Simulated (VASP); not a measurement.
# CaAl4O (F-43m) in VASP: notebook, part 2 of 2

VASP 6.6.1. Earlier steps stand in the parts before.

## 4. Relaxation of cell and atoms, PBE

INCAR reads:

```
PREC     = Accurate       # precision mode
ENCUT    = 600            # plane-wave cutoff, eV
EDIFF    = 1E-6           # SCF threshold, eV
ISMEAR   = 0              # smearing method
SIGMA    = 0.1            # smearing width, eV
LREAL    = False          # projectors in reciprocal space
LASPH    = True           # aspherical terms in the spheres
NELM     = 100            # most SCF steps
ALGO     = Normal         # electronic algorithm
ISIF     = 3              # what is computed and relaxed
LWAVE    = False          # write WAVECAR
LCHARG   = False          # write CHGCAR
GGA      = PE             # functional
IBRION   = 2              # ionic algorithm
NSW      = 90             # ionic steps
EDIFFG   = -0.04          # ionic threshold
```

KPOINTS reads:

```
Automatic mesh
0
Gamma
  4 4 4
```

POSCAR reads:

```
CaAl4O
1.0
    0.0000000000      3.6744808100      3.6744808100
    3.6744808100      0.0000000000      3.6744808100
    3.6744808100      3.6744808100      0.0000000000
Ca Al O
1 4 1
Direct
    0.0000000000      0.0000000000      0.0000000000
    0.8706559800      0.3764480100      0.3764480100
    0.3764480100      0.3764480100      0.3764480100
    0.3764480100      0.8706559800      0.3764480100
    0.3764480100      0.3764480100      0.8706559800
    0.7500000000      0.7500000000      0.7500000000
```

Potentials or basis: VASP PAW PBE potentials, release 64 (Ca_sv, Al, O).

Command:

```bash
cat potpaw_PBE.64/Ca_sv/POTCAR potpaw_PBE.64/Al/POTCAR potpaw_PBE.64/O/POTCAR > POTCAR
mpirun -np 1 vasp_std > vasp.out
```

OUTCAR:

```text
PREC = Accurate
   ENCUT = 600
   EDIFF = 1E-6
   ISMEAR = 0
   LREAL = False
   LASPH = True
   NELM = 100
   ISIF = 3
   GGA = PE
   IBRION = 2
   NSW = 90
   EDIFFG = -0.04

 ion  position               nearest neighbor table
   1  0.000  0.000  0.000-   2 3.05   4 3.05   2 3.05   5 3.05   4 3.05   5 3.05   3 3.05   3 3.05
                             3 3.05   4 3.05   2 3.05   5 3.05
   2  0.871  0.376  0.376-   3 2.57   4 2.57   5 2.57   3 2.63   5 2.63   4 2.63   1 3.05   1 3.05
                             1 3.05
   3  0.376  0.376  0.376-   2 2.57   4 2.57   5 2.57   5 2.63   4 2.63   2 2.63   1 3.05   1 3.05
                             1 3.05
   4  0.376  0.871  0.376-   2 2.57   3 2.57   5 2.57   5 2.63   3 2.63   2 2.63   1 3.05   1 3.05
                             1 3.05
   5  0.376  0.376  0.871-   2 2.57   3 2.57   4 2.57   3 2.63   4 2.63   2 2.63   1 3.05   1 3.05
                             1 3.05
   6  0.750  0.750  0.750-

  LATTYP: Found a face centered cubic cell.
 ALAT       =     7.3489616200

[... 179 lines left out ...]
 fundamental gap:      0.0279772689
 Fermi energy:         6.0490535366

 k-point     1 :       0.0000    0.0000    0.0000
  band No.  band energies     occupation
      1     -34.1176      2.00000
      2     -15.2328      2.00000
      3     -15.2328      2.00000
      4     -15.2328      2.00000
      5     -10.3073      2.00000
      6      -3.2989      2.00000
[... 316 lines left out ...]
--------------------------------------- Ionic step        5  -------------------------------------------

 number of electron      27.9999999 magnetization

 Free energy of the ion-electron system (eV)
  ---------------------------------------------------
  ext. energy  EPLUGINS =         0.00000000
  ---------------------------------------------------
  free energy    TOTEN  =       -21.22477062 eV

  energy without entropy =      -21.18873244  energy(sigma->0) =      -21.20675153

 E-fermi :   4.8320     XC(G=0):  -9.4937

 val. band max:        4.6575272261   @ k =   0.0000   0.0000   0.0000
 cond. band min:       4.8362177631   @ k =   0.5000   0.0000   0.0000
 fundamental gap:      0.1786905370
 Fermi energy:         4.8319796316

 k-point     1 :       0.0000    0.0000    0.0000
  band No.  band energies     occupation
      1     -35.8389      2.00000
      2     -16.8946      2.00000
      3     -16.8946      2.00000
      4     -16.8946      2.00000
      5     -11.0946      2.00000
      6      -3.9517      2.00000
[... 190 lines left out ...]
  FREE ENERGIE OF THE ION-ELECTRON SYSTEM (eV)
  ---------------------------------------------------
  free  energy   TOTEN  =       -21.2247706171 eV

  energy  without entropy=      -21.1887324381  energy(sigma->0) =      -21.20675153

 reached required accuracy - stopping structural energy minimisation
```

It took 47 s on 1 thread of Intel Xeon 6975P-C (Granite Rapids), shared host; peak memory 0.26 GiB.

What came out:

```yaml
Free_energy: -21.2248 eV
Relaxed_volume: 19.16 Å³/atom
Relaxed_cell: a = 5.458 Å, b = 5.458 Å, c = 5.458 Å, α = 60.00°, β = 60.00°, γ = 60.00°
Space_group_after_relaxing_to_0.05_Å: F-43m (No. 216)
Energy_gained_by_relaxing: 90.2 meV/atom
Ionic_steps: 5
Pressure_after_relaxing: -0.1 GPa
Largest_force_after_relaxing: 0.018 eV/Å
```

Forces in eV/Å, atoms in the order of the input:
```
Ca   0.000  0.000  0.000
Al   0.011 -0.011 -0.011
Al   0.011  0.011  0.011
Al  -0.011  0.011 -0.011
Al  -0.011 -0.011  0.011
O    0.000  0.000  0.000
```

The path:
```csv
step,energy change (eV),largest force (eV/Å),pressure (GPa),volume (Å³)
1,0.0000,0.7440,11.86,99.22
2,-0.5233,0.1529,-1.48,117.87
3,-0.5406,0.0575,0.13,114.52
4,-0.5405,0.0676,-0.03,114.85
5,-0.5409,0.0184,-0.10,114.99
```

Final structure:
```xyz
6
Lattice="0.0000 3.8596 3.8596 3.8596 0.0000 3.8596 3.8596 3.8596 0.0000" Properties=species:S:1:pos:R:3 pbc="T T T"
Ca    0.0000    0.0000    0.0000
Al    2.8889    4.8303    4.8303
Al    2.8889    2.8889    2.8889
Al    4.8303    2.8889    4.8303
Al    4.8303    4.8303    2.8889
O     5.7894    5.7894    5.7894
```

Caveat: the k points lie up to 0.35 Å⁻¹ apart in the final cell; the volume moved by over 15 % at a fixed basis, so the end points are rough; the bands computed are all filled at some k points, so no gap is given.

## 5. Single point, PBE

This run uses another cell than the first one, of 19.17 Å³/atom, 1.159 times its volume.

INCAR reads:

```
PREC = Accurate
ENCUT = 520
EDIFF = 1E-7
ISMEAR = 0
SIGMA = 0.1
LREAL = False
LASPH = True
NELM = 60
ALGO = Normal
ISIF = 2
LWAVE = False
LCHARG = True
GGA = PE
LELF = True
LVHAR = True
NBANDS = 23
```

KPOINTS reads:

```
Automatic mesh
0
Gamma
  8 8 8
```

POSCAR reads:

```
CaAl4O
1.0
    0.0000000000      3.8596210370      3.8596210370
    3.8596210370      0.0000000000      3.8596210370
    3.8596210370      3.8596210370      0.0000000000
Ca Al O
1 4 1
Direct
    0.0000000000      0.0000000000      0.0000000000
    0.6257133194      0.6257133194      0.1228600419
    0.6257133194      0.1228600419      0.6257133194
    0.1228600419      0.6257133194      0.6257133194
    0.6257133194      0.6257133194      0.6257133194
    0.2500000000      0.2500000000      0.2500000000
```

Potentials or basis: VASP PAW PBE potentials, release 64 (Ca_sv, Al, O).

Command:

```bash
cat potpaw_PBE.64/Ca_sv/POTCAR potpaw_PBE.64/Al/POTCAR potpaw_PBE.64/O/POTCAR > POTCAR
mpirun -np 1 vasp_std > vasp.out
```

OUTCAR:

```text
PREC = Accurate
   ENCUT = 520
   EDIFF = 1E-7
   ISMEAR = 0
   LREAL = False
   LASPH = True
   NELM = 60
   ISIF = 2
   GGA = PE

 ion  position               nearest neighbor table
   1  0.000  0.000  0.000-   2 3.20   3 3.20   4 3.20   5 3.20   5 3.20   5 3.20   3 3.20   4 3.20
                             2 3.20   2 3.20   4 3.20   3 3.20
   2  0.626  0.626  0.123-   3 2.71   4 2.71   5 2.71   5 2.74   3 2.74   4 2.74   1 3.20   1 3.20
                             1 3.20
   3  0.626  0.123  0.626-   2 2.71   4 2.71   5 2.71   2 2.74   5 2.74   4 2.74   1 3.20   1 3.20
                             1 3.20
   4  0.123  0.626  0.626-   2 2.71   3 2.71   5 2.71   5 2.74   2 2.74   3 2.74   1 3.20   1 3.20
                             1 3.20
   5  0.626  0.626  0.626-   2 2.71   3 2.71   4 2.71   2 2.74   3 2.74   4 2.74   1 3.20   1 3.20
                             1 3.20
   6  0.250  0.250  0.250-

  LATTYP: Found a face centered cubic cell.
 ALAT       =     7.7192420740

  Lattice vectors:

 A1 = (   0.0000000000,   3.8596210370,   3.8596210370)
 A2 = (   3.8596210370,   0.0000000000,   3.8596210370)
 A3 = (   3.8596210370,   3.8596210370,   0.0000000000)

Analysis of symmetry for initial positions (statically):
=====================================================================
 Subroutine PRICEL returns:
 Original cell was already a primitive cell.

 Routine SETGRP: Setting up the symmetry group for a
 face centered cubic supercell.

 Subroutine GETGRP returns: Found 24 space group operations
 (whereof 24 operations were pure point group operations)
 out of a pool of 48 trial point group operations.

The static configuration has the point symmetry T_d .

Analysis of symmetry for dynamics (positions and initial velocities):
=====================================================================
 Subroutine PRICEL returns:
 Original cell was already a primitive cell.

 Routine SETGRP: Setting up the symmetry group for a
 face centered cubic supercell.

 Subroutine GETGRP returns: Found 24 space group operations
 (whereof 24 operations were pure point group operations)
 out of a pool of 48 trial point group operations.

The dynamic configuration has the point symmetry T_d .

 Subroutine INISYM returns: Found 24 space group operations
 (whereof 24 operations are pure point group operations),
 and found     1 'primitive' translations

----------------------------------------------------------------------------------------

                                     Primitive cell

  volume of cell :     114.9910

  direct lattice vectors                    reciprocal lattice vectors
     0.000000000  3.859621037  3.859621037    -0.129546397  0.129546397  0.129546397
     3.859621037  0.000000000  3.859621037     0.129546397 -0.129546397  0.129546397
     3.859621037  3.859621037  0.000000000     0.129546397  0.129546397 -0.129546397

  length of vectors
     5.458328416  5.458328416  5.458328416     0.224380942  0.224380942  0.224380942

  position of ions in fractional coordinates (direct lattice)
     0.000000000  0.000000000  0.000000000
     0.625713319  0.625713319  0.122860042
     0.625713319  0.122860042  0.625713319
     0.122860042  0.625713319  0.625713319
[... 41 lines left out ...]
  0.125000  0.000000  0.000000      8.000000
  0.250000  0.000000  0.000000      8.000000
  0.375000  0.000000  0.000000      8.000000
  0.500000  0.000000  0.000000      4.000000
  0.125000  0.125000  0.000000      6.000000
[... 16 lines left out ...]
  0.500000  0.250000  0.125000     48.000000
 -0.375000  0.250000  0.125000     24.000000
 [... further k-points ...]
   k-points           NKPTS =     29   k-points in BZ     NKDIM =     29   number of bands    NBANDS=     23
   number of dos      NEDOS =    301   number of ions     NIONS =      6
   total plane-waves  NPLWV =  74088
   dimension x,y,z NGX =    42 NGY =   42 NGZ =   42
   dimension x,y,z NGXF=    84 NGYF=   84 NGZF=   84
   ions per type =               1   4   1
   NGX,Y,Z   is equivalent  to a cutoff of  12.79, 12.79, 12.79 a.u.
   NGXF,Y,Z  is equivalent  to a cutoff of  25.58, 25.58, 25.58 a.u.
 SYSTEM =  unknown system
   PREC   = accura    normal or accurate (medium, high low for compatibility)
   ISTART =      0    job   : 0-new  1-cont  2-samecut
   ICHARG =      2    charge: 1-file 2-atom 10-const
   ISPIN  =      1    spin polarized calculation?
   LNONCOLLINEAR =      F non collinear calculations
   LSORBIT =      F    spin-orbit coupling
   LASPH  =      T    aspherical Exc in radial PAW
   ENCUT  =  520.0 eV  38.22 Ry    6.18 a.u.  10.15 10.15 10.15*2*pi/ulx,y,z
   NELM   =     60;   NELMIN=  2; NELMDL= -5     # of ELM steps
   EDIFF  = 0.1E-06   stopping-criterion for ELM
   LREAL  =      F    real-space projection
   EDIFFG = 0.1E-05   stopping-criterion for IOM
   NSW    =      0    number of steps for IOM
   IBRION =     -1    ionic relax: 0-MD 1-quasi-New 2-CG
   NFREE  =      0    steps in history (QN), initial steepest desc. (CG)
   ISIF   =      2    stress and relaxation
   ISYM   =      2    0-nonsym 1-usesym 2-fastsym
   POTIM  = 0.5000    time-step for ionic-motion
   TEBEG  =    0.0;   TEEND  =   0.0 temperature during run
   PSTRESS=    0.0 pullay stress
   NELECT =      28.0000    total number of electrons
   NUPDOWN=      -1.0000    fix difference up-down
   EMIN   =  10.00;   EMAX   =-10.00  energy-range for DOS
   EFERMI =   0.00;   METHOD = LEGACY
   ISMEAR =     0;   SIGMA  =   0.10  broadening in eV -4-tet -1-fermi 0-gaus
   EFERMI_NEDOS =   21; number of points for ismear=-14 and -15
   IALGO  =     38    algorithm
   IMIX   =      4    mixing-type and parameters
     AMIX     =   0.40;   BMIX     =  1.00
     AMIX_MAG =   1.60;   BMIX_MAG =  1.00
  volume/ion in A,a.u.               =      19.17       129.33
  Fermi-wavevector in a.u.,A,eV,Ry     =   1.022287  1.931842 14.219051  1.045071
  Thomas-Fermi vector in A             =   2.155958
   LORBIT       =      0    0 simple, 1 ext, 2 COOP (PROOUT), +10 PAW based schemes
   GGA     = PE    functional components
   LHFCALC =     F    Hartree Fock is set to
   AEXX    =    0.0000 exact exchange contribution
   IVDW    =     0    specifies the selected vdW correction
   LEPSILON=     F    determine dielectric tensor
   LRPA    =     F    only Hartree local field effects (RPA)
 non-spin polarized calculation
 Gauss-broadening in eV      SIGMA  =   0.10
  energy-cutoff  :      520.00
  volume of cell :      114.99
 maximum number of plane-waves:      3119
 NGX is ok and might be reduce to    42
   NGX = 21   NGY = 21   NGZ = 21

 number of electron      27.9999999 magnetization

 Free energy of the ion-electron system (eV)
  ---------------------------------------------------
  ext. energy  EPLUGINS =         0.00000000
  ---------------------------------------------------
  free energy    TOTEN  =       -21.26117314 eV

  energy without entropy =      -21.23714595  energy(sigma->0) =      -21.24915955

 E-fermi :   4.7897     XC(G=0):  -9.4943

 val. band max:        4.7775727446   @ k =   0.1250   0.1250   0.0000
 cond. band min:       4.8062269560   @ k =   0.5000   0.1250   0.0000
 fundamental gap:      0.0286542114
 Fermi energy:         4.7896505280

 k-point     1 :       0.0000    0.0000    0.0000
  band No.  band energies     occupation
      1     -35.8853      2.00000
      2     -16.9393      2.00000
      3     -16.9393      2.00000
      4     -16.9393      2.00000
      5     -11.0800      2.00000
      6      -3.9461      2.00000
[... 613 lines left out ...]
     22       9.3812      0.00000
     23       9.6124      0.00000

 [... further k-points ...]

------------------------ aborting loop because EDIFF is reached ----------------------------------------

  FORCE on cell =-STRESS in cart. coord.  units (eV):
  Direction    XX          YY          ZZ          XY          YZ          ZX
  --------------------------------------------------------------------------------------
  -------------------------------------------------------------------------------------
  Total        0.0098511      0.0098511      0.0098511      0.0000000     -0.0000000     -0.0000000
  in kB        0.1372559      0.1372559      0.1372559      0.0000000     -0.0000000     -0.0000000
  external PRESSURE =       0.1372559 kB  Pullay stress =       0.0000000 kB

 VOLUME and BASIS-vectors are now :
 -----------------------------------------------------------------------------
  energy-cutoff  :      520.00
  volume of cell :      114.99
      direct lattice vectors                 reciprocal lattice vectors
     0.000000000  3.859621037  3.859621037    -0.129546397  0.129546397  0.129546397
     3.859621037  0.000000000  3.859621037     0.129546397 -0.129546397  0.129546397
     3.859621037  3.859621037  0.000000000     0.129546397  0.129546397 -0.129546397

 POSITION                                       TOTAL-FORCE (eV/Angst)
 -----------------------------------------------------------------------------------
      0.00000      0.00000      0.00000         0.000000      0.000000     -0.000000
      2.88921      2.88921      4.83003         0.003008      0.003008     -0.003008
      2.88921      4.83003      2.88921         0.003008     -0.003008      0.003008
      4.83003      2.88921      2.88921        -0.003008      0.003008      0.003008
      4.83003      4.83003      4.83003        -0.003008     -0.003008     -0.003008
      1.92981      1.92981      1.92981         0.000000      0.000000     -0.000000
 -----------------------------------------------------------------------------------
    total drift:                               -0.000000     -0.000000      0.000000

  FREE ENERGIE OF THE ION-ELECTRON SYSTEM (eV)
  ---------------------------------------------------
  free  energy   TOTEN  =       -21.2611731433 eV

  energy  without entropy=      -21.2371459500  energy(sigma->0) =      -21.24915955
```

OSZICAR:

```text
N       E                     dE             d eps       ncg     rms          rms(c)
DAV:   1     0.138540917749E+03    0.13854E+03   -0.11770E+04  1334   0.106E+03
DAV:   2    -0.120454214590E+02   -0.15059E+03   -0.14385E+03  1585   0.232E+02
DAV:   3    -0.226150649394E+02   -0.10570E+02   -0.10322E+02  1815   0.536E+01
DAV:   4    -0.231732624221E+02   -0.55820E+00   -0.55692E+00  2149   0.109E+01
DAV:   5    -0.231795216874E+02   -0.62593E-02   -0.62560E-02  1799   0.117E+00    0.956E+00
DAV:   6    -0.254028497379E+02   -0.22233E+01   -0.51656E+01  1586   0.244E+01    0.209E+01
DAV:   7    -0.215331116755E+02    0.38697E+01   -0.32207E+01  1676   0.115E+01    0.393E+00
DAV:   8    -0.212805773417E+02    0.25253E+00   -0.13487E+00  1457   0.492E+00    0.124E+00
DAV:   9    -0.212709510329E+02    0.96263E-02   -0.35566E-01  1768   0.219E+00    0.104E+00
DAV:  10    -0.212659078649E+02    0.50432E-02   -0.16203E-01  1689   0.123E+00    0.589E-01
DAV:  11    -0.212616741592E+02    0.42337E-02   -0.51394E-02  1763   0.709E-01    0.249E-01
DAV:  12    -0.212613891352E+02    0.28502E-03   -0.19299E-03  1511   0.202E-01    0.152E-01
DAV:  13    -0.212611698956E+02    0.21924E-03   -0.15297E-03  1621   0.136E-01    0.669E-03
DAV:  14    -0.212611736105E+02   -0.37149E-05   -0.30390E-05  1628   0.306E-02    0.540E-03
DAV:  15    -0.212611732761E+02    0.33446E-06   -0.13415E-06  1947   0.465E-03    0.220E-03
DAV:  16    -0.212611732858E+02   -0.96784E-08   -0.12456E-06  1593   0.466E-03    0.367E-03
DAV:  17    -0.212611731338E+02    0.15197E-06   -0.58594E-07  1159   0.261E-03    0.751E-04
DAV:  18    -0.212611731433E+02   -0.95131E-08   -0.45180E-08   877   0.106E-03
   1 F= -.21261173E+02 E0= -.21249160E+02  d E =-.240272E-01
```

stdout:

```text
POSCAR found type information on POSCAR CaAlO
 POSCAR found :  3 types and       6 ions
 scaLAPACK will be used
 LDA part: xc-table for (Slater+PW92), standard interpolation
 POSCAR, INCAR and KPOINTS ok, starting setup
 FFT: planning ... GRIDC
 FFT: planning ... GRID_SOFT
 FFT: planning ... GRID
 WAVECAR not read
 entering main loop
```

Wall time 46 s (1 thread of Intel Xeon 6975P-C (Granite Rapids), shared host); peak memory 0.29 GiB.

Results:

```yaml
Free_energy: -21.2612 eV
Pressure: 0.0 GPa
Largest_force: 0.005 eV/Å
Band_gap_on_the_k_mesh: zero (band 14 reaches 5.13 eV, above the bottom of band 15 at 4.25 eV)
```

Forces on the atoms (eV/Å):
```
Ca   0.000  0.000  0.000
Al   0.003  0.003 -0.003
Al   0.003 -0.003  0.003
Al  -0.003  0.003  0.003
Al  -0.003 -0.003 -0.003
O    0.000  0.000  0.000
```

Levels at points of the mesh, in eV from the Fermi level:
```csv
k point,band 12,band 13,band 14,band 15,band 16,band 17
"(0.00, 0.00, 0.00)",-1.59,-1.59,-0.45,-0.45,-0.45,-0.14
"(0.50, 0.00, 0.00)",-2.12,-0.97,0.05,0.05,2.35,2.35
"(0.50, 0.50, 0.00)",-0.73,-0.73,-0.53,1.25,2.02,2.06
```

## 6. Overview

```csv
task,cell,k mesh,cutoff (eV),gap on the mesh (eV),pressure (GPa),largest force (eV/Å)
single point,"a = 5.197 Å, angles 60.0°, 6 atoms",4 × 4 × 4,520,none,11.9,0.74
single point,"a = 5.444 Å, angles 60.0°, 6 atoms",4 × 4 × 4,520,none,0.4,-
relaxation of cell and atoms,"relaxed from a = 5.197 Å, angles 60.0°, 6 atoms",4 × 4 × 4,600,-,-0.1,0.02
single point,"a = 5.458 Å, angles 60.0°, 6 atoms",8 × 8 × 8,520,none,0.0,0.01
```

Alike in all rows: level PBE; potentials or basis VASP PAW PBE potentials, release 64 (Ca_sv, Al, O); no spin polarisation; smearing gaussian 0.1 eV.

Caveats: some runs use coarse meshes; the volume moved by over 15 % at a fixed basis, so the end points are rough (some runs); the bands computed are all filled at some k points, so no gap is given (some runs).

Total energies depend on the potentials used, so only differences within one code and one set of settings carry meaning.
